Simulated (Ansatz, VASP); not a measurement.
**GaN in VASP and in Ansatz**

```
Ga N
1.0
     0.00000    2.13524    2.13524
     2.13524    0.00000    2.13524
     2.13524    2.13524    0.00000
Ga N
1 1
Direct
  0.00000 0.00000 0.00000
  0.49766 0.49766 0.50234
```

Alike in both runs: task single point; functional PBE; k mesh 13 × 13 × 13; occupations gaussian, width 0.05 eV; no spin polarisation.

|  | VASP | Ansatz |
| --- | --- | --- |
| version | VASP 6.6.1 | Ansatz 0.2.0 |
| potentials or method | VASP PAW PBE potentials, release 64 (Ga_d, N), cutoff 600 eV | scalar-relativistic, plane waves, PAW |
| valence electrons in the cell | 18 | 18 |

```csv
,VASP,Ansatz,Ansatz less VASP
rms of the force components (eV/Å),0.011,0.011,-0.0004
```

Atom by atom the forces differ by 0.000 eV/Å (rms over components). With one functional, cell and mesh, what is left measures potentials, basis and numerics.
